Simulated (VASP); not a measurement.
# Cu (I4/mmm) in VASP: a series of runs

The runs below take Cu through single point, with PBE.

Everything below comes from runs of VASP 6.6.1. Logs are shortened: lines on timing, memory, paths and dates and some standing lists are left out, and cuts for length are marked.

### Step 1. The cell of the first run

The structure is tetragonal, space group I4/mmm (No. 139). Conventional cell: a = 2.277 Å, b = 2.277 Å, c = 4.554 Å, α = 90.00°, β = 90.00°, γ = 90.00°. Within 3.0 Å of Cu (site symmetry 4/mmm) lie 12 Cu at 2.28 to 2.79 Å.

### Step 2. Single point, PBE

File INCAR:

```
SYSTEM = Cu
PREC = Accurate
ENCUT = 520
EDIFF = 1E-7
ISMEAR = 0
SIGMA = 0.15
LREAL = .False.
LASPH = .True.
NELM = 100
ALGO = Fast
ISIF = 2
LWAVE = .False.
LCHARG = .True.
GGA = PE
LELF = .True.
LVHAR = .True.
NBANDS = 12
```

File KPOINTS:

```
Automatic mesh
0
Gamma
  24 24 24
  0 0 0
```

File POSCAR:

```
Cu
1.0
    0.0000000000      1.6103804991      2.2770780257
    1.6103804991      0.0000000000      2.2770780257
    1.6103804991      1.6103804991      0.0000000000
Cu
1
Direct
    0.0000000000      0.0000000000      0.0000000000
```

Potentials or basis: VASP PAW PBE potentials, release 64 (Cu).

Started as:

```sh
$ cat potpaw_PBE.64/Cu/POTCAR > POTCAR
$ mpirun -np 1 vasp_std > vasp.out
```

OUTCAR:

```text
SYSTEM = Cu
   PREC = Accurate
   ENCUT = 520
   EDIFF = 1E-7
   ISMEAR = 0
   LREAL = .False.
   LASPH = .True.
   NELM = 100
   ISIF = 2
   GGA = PE

 ion  position               nearest neighbor table
   1  0.000  0.000  0.000-

  LATTYP: Found a body centered tetragonal cell.
 ALAT       =     2.2774219424
 C/A-ratio  =     1.9996979772

  Lattice vectors:

 A1 = (  -1.6103804991,   0.0000000000,   2.2770780257)
 A2 = (   1.6103804991,   0.0000000000,   2.2770780257)
 A3 = (   0.0000000000,   1.6103804991,  -2.2770780257)

Analysis of symmetry for initial positions (statically):
=====================================================================
 Subroutine PRICEL returns:
 Original cell was already a primitive cell.

 Routine SETGRP: Setting up the symmetry group for a
 body centered tetragonal supercell.

 Subroutine GETGRP returns: Found 16 space group operations
 (whereof 16 operations were pure point group operations)
 out of a pool of 16 trial point group operations.

The static configuration has the point symmetry D_4h.

Analysis of symmetry for dynamics (positions and initial velocities):
=====================================================================
 Subroutine PRICEL returns:
 Original cell was already a primitive cell.

 Routine SETGRP: Setting up the symmetry group for a
 body centered tetragonal supercell.

 Subroutine GETGRP returns: Found 16 space group operations
 (whereof 16 operations were pure point group operations)
 out of a pool of 16 trial point group operations.

The dynamic configuration has the point symmetry D_4h.

 Subroutine INISYM returns: Found 16 space group operations
 (whereof 16 operations are pure point group operations),
 and found     1 'primitive' translations

----------------------------------------------------------------------------------------

                                     Primitive cell

  volume of cell :      11.8104

  direct lattice vectors                    reciprocal lattice vectors
     0.000000000  1.610380499  2.277078026    -0.310485628  0.310485628  0.219579652
     1.610380499  0.000000000  2.277078026     0.310485628 -0.310485628  0.219579652
     1.610380499  1.610380499  0.000000000     0.310485628  0.310485628 -0.219579652

  length of vectors
     2.788980044  2.788980044  2.277421942     0.490935712  0.490935712  0.490935712

  position of ions in fractional coordinates (direct lattice)
     0.000000000  0.000000000  0.000000000

  ion indices of the primitive-cell ions
   primitive index   ion index
[... 77 lines left out ...]
   IBRION =     -1    ionic relax: 0-MD 1-quasi-New 2-CG
   NFREE  =      0    steps in history (QN), initial steepest desc. (CG)
   ISIF   =      2    stress and relaxation
   ISYM   =      2    0-nonsym 1-usesym 2-fastsym
   POTIM  = 0.5000    time-step for ionic-motion
   TEBEG  =    0.0;   TEEND  =   0.0 temperature during run
   PSTRESS=    0.0 pullay stress
   NELECT =      11.0000    total number of electrons
   NUPDOWN=      -1.0000    fix difference up-down
   EMIN   =  10.00;   EMAX   =-10.00  energy-range for DOS
   EFERMI =   0.00;   METHOD = LEGACY
   ISMEAR =     0;   SIGMA  =   0.15  broadening in eV -4-tet -1-fermi 0-gaus
   EFERMI_NEDOS =   21; number of points for ismear=-14 and -15
   IALGO  =     68    algorithm
   IMIX   =      4    mixing-type and parameters
     AMIX     =   0.40;   BMIX     =  1.00
     AMIX_MAG =   1.60;   BMIX_MAG =  1.00
  volume/ion in A,a.u.               =      11.81        79.70
  Fermi-wavevector in a.u.,A,eV,Ry     =   1.598763  3.021224 34.777078  2.556043
  Thomas-Fermi vector in A             =   2.696162
   LORBIT       =      0    0 simple, 1 ext, 2 COOP (PROOUT), +10 PAW based schemes
   GGA     = PE    functional components
   LHFCALC =     F    Hartree Fock is set to
   AEXX    =    0.0000 exact exchange contribution
   IVDW    =     0    specifies the selected vdW correction
   LEPSILON=     F    determine dielectric tensor
   LRPA    =     F    only Hartree local field effects (RPA)
 non-spin polarized calculation
 RMM-DIIS sequential band-by-band and
 Gauss-broadening in eV      SIGMA  =   0.15
  energy-cutoff  :      520.00
  volume of cell :       11.81
 maximum number of plane-waves:       330
 NGX is ok and might be reduce to    24

 number of electron      10.9999999 magnetization

 Free energy of the ion-electron system (eV)
  ---------------------------------------------------
  ext. energy  EPLUGINS =         0.00000000
  ---------------------------------------------------
  free energy    TOTEN  =        -3.40379947 eV

  energy without entropy =       -3.40059248  energy(sigma->0) =       -3.40219598

 E-fermi :   7.5620     XC(G=0): -12.6905

 val. band max:        7.5592268284   @ k =   0.4583   0.0417   0.2083
 cond. band min:       7.5625910321   @ k =  -0.3750   0.0000   0.1667
 fundamental gap:      0.0033642037
 Fermi energy:         7.5620396371

 k-point     1 :       0.0000    0.0000    0.0000
  band No.  band energies     occupation
      1      -1.7339      2.00000
      2       3.3482      2.00000
      3       4.1945      2.00000
      4       5.3437      2.00000
      5       5.3437      2.00000
      6       6.0962      2.00000
      7      26.6704      0.00000
      8      31.1362      0.00000
      9      32.3205      0.00000
     10      34.2774      0.00000
     11      34.2774      0.00000
     12      34.9942      0.00000
[... 331 lines left out ...]
 k-point    24 :       0.4583    0.0417    0.0000
  band No.  band energies     occupation
      1       2.5445      2.00000
      2       3.7098      2.00000
      3       5.2022      2.00000
      4       5.7688      2.00000
      5       5.8635      2.00000
      6       6.3434      2.00000
      7      13.1485      0.00000
      8      20.6615      0.00000
      9      27.6927      0.00000
     10      34.3860      0.00000
     11      35.0596      0.00000
     12      40.2079      0.00000

 [... further k-points ...]
[... 5 lines left out ...]
  --------------------------------------------------------------------------------------
  -------------------------------------------------------------------------------------
  Total        2.1407804      2.1407804     -1.3371707      0.0000000      0.0000000     -0.0000000
  in kB      290.4141664    290.4141664   -181.3980166      0.0000000      0.0000000     -0.0000000
  external PRESSURE =     133.1434388 kB  Pullay stress =       0.0000000 kB

 VOLUME and BASIS-vectors are now :
 -----------------------------------------------------------------------------
  energy-cutoff  :      520.00
  volume of cell :       11.81
      direct lattice vectors                 reciprocal lattice vectors
     0.000000000  1.610380499  2.277078026    -0.310485628  0.310485628  0.219579652
     1.610380499  0.000000000  2.277078026     0.310485628 -0.310485628  0.219579652
     1.610380499  1.610380499  0.000000000     0.310485628  0.310485628 -0.219579652

 POSITION                                       TOTAL-FORCE (eV/Angst)
 -----------------------------------------------------------------------------------
      0.00000      0.00000      0.00000         0.000000     -0.000000      0.000000
 -----------------------------------------------------------------------------------
    total drift:                               -0.000000      0.000000     -0.000000

  FREE ENERGIE OF THE ION-ELECTRON SYSTEM (eV)
  ---------------------------------------------------
  free  energy   TOTEN  =        -3.4037994696 eV

  energy  without entropy=       -3.4005924825  energy(sigma->0) =       -3.40219598
```

OSZICAR:

```text
N       E                     dE             d eps       ncg     rms          rms(c)
DAV:   1     0.430057921067E+02    0.43006E+02   -0.54089E+03 28372   0.154E+03
DAV:   2    -0.284850255543E+01   -0.45854E+02   -0.42481E+02 26216   0.204E+02
DAV:   3    -0.421143009120E+01   -0.13629E+01   -0.13526E+01 29648   0.401E+01
DAV:   4    -0.421984240549E+01   -0.84123E-02   -0.84111E-02 28692   0.281E+00
DAV:   5    -0.421992392741E+01   -0.81522E-04   -0.81521E-04 30104   0.282E-01    0.729E+00
RMM:   6    -0.369612892681E+01    0.52380E+00   -0.26491E+00 31919   0.302E+01    0.391E+00
RMM:   7    -0.341834836681E+01    0.27778E+00   -0.35723E-01 31729   0.109E+01    0.978E-01
RMM:   8    -0.340468983918E+01    0.13659E-01   -0.10966E-02 32515   0.111E+00    0.227E-01
RMM:   9    -0.340374516280E+01    0.94468E-03   -0.22646E-03 33620   0.848E-01    0.267E-02
RMM:  10    -0.340379047923E+01   -0.45316E-04   -0.43732E-04 34330   0.274E-01    0.143E-02
RMM:  11    -0.340379759526E+01   -0.71160E-05   -0.67982E-05 36091   0.837E-02    0.775E-03
RMM:  12    -0.340379963486E+01   -0.20396E-05   -0.10625E-05 35189   0.366E-02    0.370E-03
RMM:  13    -0.340379968461E+01   -0.49750E-07   -0.19736E-06 32453   0.141E-02    0.645E-04
RMM:  14    -0.340379950227E+01    0.18234E-06   -0.29372E-07 26011   0.559E-03    0.408E-04
RMM:  15    -0.340379946958E+01    0.32694E-07   -0.55508E-08 20677   0.309E-03
   1 F= -.34037995E+01 E0= -.34021960E+01  d E =-.320699E-02
```

Wall time 2.4 min (1 thread of Intel Xeon 6975P-C (Granite Rapids), shared host); peak memory 0.26 GiB.

What came out:

```yaml
Free_energy: -3.4038 eV
Pressure: 13.3 GPa
```

Levels at points of the mesh, in eV from the Fermi level:
```csv
k point,band 4,band 5,band 6,band 7,band 8,band 9
"(0.00, 0.00, 0.00)",-2.22,-2.22,-1.47,19.11,23.57,24.76
"(0.50, 0.00, 0.00)",-1.69,-1.59,-0.61,4.40,13.68,19.19
"(0.50, 0.50, 0.00)",-1.56,-1.56,-1.38,2.08,19.25,19.25
"(0.50, 0.00, 0.50)",-1.83,-0.75,4.43,10.43,11.18,12.45
```

### Step 3. Single point, PBE

This run uses another cell than the first one, of the same volume but with other edges.

File INCAR:

```
  PREC = Accurate
  ENCUT = 520
  EDIFF = 1E-6
  ISMEAR = 0
  SIGMA = 0.15
  LREAL = F
  LASPH = T
  NELM = 100
  ALGO = Fast
  ISIF = 2
  LWAVE = F
  LCHARG = T
  GGA = PE
  LELF = T
  LVHAR = T
  NBANDS = 12
```

File KPOINTS:

```
regular mesh
0
Gamma
  24 24 24
```

File POSCAR:

```
Cu
1.0
    0.0000000000      1.7009226222      2.0411071466
    1.7009226222      0.0000000000      2.0411071466
    1.7009226222      1.7009226222      0.0000000000
Cu
1
Direct
    0.0000000000      0.0000000000      0.0000000000
```

Potentials or basis: VASP PAW PBE potentials, release 64 (Cu).

Started as:

```sh
$ cat potpaw_PBE.64/Cu/POTCAR > POTCAR
$ mpirun -np 1 vasp_std > vasp.out
```

It took 1.9 min on 1 thread of Intel Xeon 6975P-C (Granite Rapids), shared host; peak memory 0.25 GiB.

Results (log left out):

- Free energy: -3.6593 eV
- Pressure: 4.6 GPa

Stress tensor (GPa, compression positive):
```
10.63  0.00  0.00
 0.00 10.63  0.00
 0.00  0.00 -7.47
```

Levels at points of the mesh, in eV from the Fermi level:
```tsv
k point	band 3	band 4	band 5	band 6	band 7	band 8	band 9	band 10
(0.00, 0.00, 0.00)	-2.79	-2.67	-2.67	-1.83	23.19	24.62	25.73	25.73
(0.50, 0.00, 0.00)	-2.68	-1.79	-1.56	-0.92	3.90	16.88	21.84	24.15
(0.50, 0.50, 0.00)	-1.60	-1.58	-1.58	-0.70	4.17	16.13	16.13	20.16
(0.50, 0.00, 0.50)	-1.89	-1.78	-1.18	2.90	8.76	11.77	12.30	16.70
```

### Step 4. Single point, PBE

This run uses another cell than the first one, of the same volume but with other edges.

File INCAR:

```
SYSTEM = Cu
PREC = Accurate
ENCUT = 520
EDIFF = 1E-6
ISMEAR = 0
SIGMA = 0.15
LREAL = .False.
LASPH = .True.
NELM = 80
ALGO = Fast
ISIF = 2
LWAVE = .False.
LCHARG = .False.
GGA = PE
NBANDS = 12
```

File KPOINTS:

```
Automatic mesh
0
Gamma
  24 24 24
  0 0 0
```

File POSCAR:

```
Cu
1.0
    0.0000000000      1.9635717341      1.5315859526
    1.9635717341      0.0000000000      1.5315859526
    1.9635717341      1.9635717341      0.0000000000
Cu
1
Direct
    0.0000000000      0.0000000000      0.0000000000
```

Started as:

```sh
$ cat potpaw_PBE.64/Cu/POTCAR > POTCAR
$ mpirun -np 1 vasp_std > vasp.out
```

Wall time 2.2 min (1 thread of Intel Xeon 6975P-C (Granite Rapids), shared host); peak memory 0.26 GiB.

The run converged. Its results:

```yaml
Free_energy: -3.6954 eV
Pressure: 3.2 GPa
```

Stress tensor (GPa, compression positive):
```
2.47 0.00 0.00
0.00 2.47 0.00
0.00 0.00 4.57
```

Levels at points of the mesh, in eV from the Fermi level:
| k point | band 3 | band 4 | band 5 | band 6 | band 7 | band 8 | band 9 | band 10 |
| --- | --- | --- | --- | --- | --- | --- | --- | --- |
| (0.00, 0.00, 0.00) | -3.20 | -2.86 | -2.32 | -1.97 | 23.83 | 25.30 | 25.30 | 27.02 |
| (0.50, 0.00, 0.00) | -2.39 | -1.93 | -1.42 | -0.80 | 4.05 | 18.41 | 18.58 | 22.20 |
| (0.50, 0.50, 0.00) | -1.60 | -1.51 | -1.51 | 5.91 | 9.46 | 9.46 | 11.89 | 14.60 |
| (0.50, 0.00, 0.50) | -1.91 | -1.87 | -1.34 | -0.08 | 5.06 | 15.84 | 15.93 | 19.94 |

### Step 5. The runs side by side

```csv
cell,further INCAR settings,gap on the mesh (eV),pressure (GPa)
"a = 2.789, b = 2.789, c = 2.277 Å, angles 65.9, 65.9, 48.2°, 1 atom",ALGO = Fast; EDIFF = 1e-07; NBANDS = 12,none,13.3
"a = 2.657, b = 2.657, c = 2.405 Å, angles 63.1, 63.1, 53.8°, 1 atom",ALGO = Fast; EDIFF = 1e-06; NBANDS = 12,none,4.6
"a = 2.490, b = 2.490, c = 2.777 Å, angles 56.1, 56.1, 67.8°, 1 atom",ALGO = Fast; EDIFF = 1e-06; NBANDS = 12,none,3.2
```

Alike in all rows: task single point; level PBE; potentials or basis VASP PAW PBE potentials, release 64 (Cu); no spin polarisation; k mesh 24 × 24 × 24; cutoff (eV) 520; smearing gaussian 0.15 eV.

Total energies depend on the potentials used, so only differences within one code and one set of settings carry meaning.
